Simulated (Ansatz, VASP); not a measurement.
# Si23BHO48: VASP beside Ansatz

```
Si O B H
1.0
     9.83160    0.00000    0.00000
    -4.91580    8.51441    0.00000
     0.00000    0.00000   10.81820
Si O B H
23 48 1 1
Direct
  0.26969 0.00425 0.16595
  0.00087 0.26833 0.33343
  0.23001 0.23602 0.00111
  0.26657 0.00397 0.66825
  0.98771 0.26516 0.83639
  0.23738 0.24797 0.50465
  0.26891 0.50350 0.16943
  0.00717 0.76153 0.33461
  0.23789 0.73760 0.99952
  0.99960 0.76329 0.83477
  0.24449 0.73561 0.50164
  0.77046 0.99958 0.16779
  0.50055 0.27099 0.33631
  0.71970 0.22542 0.00675
  0.76694 0.99743 0.66626
  0.49579 0.26489 0.83888
  0.73155 0.22928 0.49976
  0.76718 0.50035 0.16873
  0.50821 0.76575 0.33694
  0.72850 0.72904 0.99673
  0.76786 0.49333 0.67198
  0.49344 0.75540 0.82568
  0.74012 0.73121 0.50282
  0.07018 0.21044 0.44537
  0.29496 0.36648 0.11081
  0.13764 0.43486 0.27873
  0.19997 0.07090 0.05998
  0.36613 0.30228 0.39329
  0.43201 0.14371 0.22421
  0.06673 0.21203 0.94395
  0.30312 0.38533 0.60936
  0.11336 0.44054 0.78519
  0.20978 0.08498 0.56537
  0.35823 0.29531 0.88967
  0.43136 0.13365 0.72992
  0.07663 0.69590 0.44163
  0.30650 0.87563 0.10363
  0.14302 0.92710 0.27811
  0.20825 0.57544 0.06195
  0.37652 0.80182 0.39293
  0.43565 0.63727 0.22609
  0.07029 0.70959 0.94822
  0.29504 0.86981 0.60710
  0.13155 0.92735 0.77454
  0.23013 0.57676 0.56041
  0.35865 0.78649 0.88353
  0.42847 0.62750 0.71503
  0.56688 0.20511 0.44544
  0.79188 0.36138 0.11214
  0.64037 0.43580 0.28138
  0.69387 0.06304 0.06594
  0.86018 0.29204 0.38840
  0.93666 0.13919 0.22155
  0.55427 0.20091 0.95454
  0.79495 0.35742 0.61207
  0.63878 0.42690 0.78263
  0.70407 0.06410 0.55527
  0.83983 0.27643 0.89086
  0.92894 0.13599 0.72560
  0.57366 0.69886 0.44568
  0.79604 0.86552 0.10238
  0.65017 0.92886 0.28368
  0.70334 0.56808 0.05958
  0.87148 0.78951 0.39411
  0.93522 0.63477 0.22255
  0.56261 0.69627 0.93824
  0.80243 0.86540 0.60942
  0.63282 0.92226 0.77285
  0.71102 0.56821 0.56421
  0.85652 0.78509 0.88483
  0.93753 0.62338 0.73028
  0.31542 0.52888 0.63263
  0.06080 0.50146 0.75243
```

Alike in both runs: task single point; functional PBE; dispersion D3(BJ); k mesh 1 × 1 × 1; occupations gaussian, width 0.02 eV; no spin polarisation.

|  | VASP | Ansatz |
| --- | --- | --- |
| version | VASP 6.6.1 | Ansatz 0.2.0 |
| potentials or method | VASP PAW PBE potentials, release 64 (Si, O, B, H) | scalar-relativistic, plane waves, PAW |
| plane-wave cutoff (eV) | 520 | 420 |
| valence electrons in the cell | 384 | 384 |

```csv
,VASP,Ansatz,Ansatz less VASP
gap on the k mesh at the Fermi level (eV),5.74,5.74,+0.003
least direct gap on the mesh (eV),5.74,5.74,+0.003
```
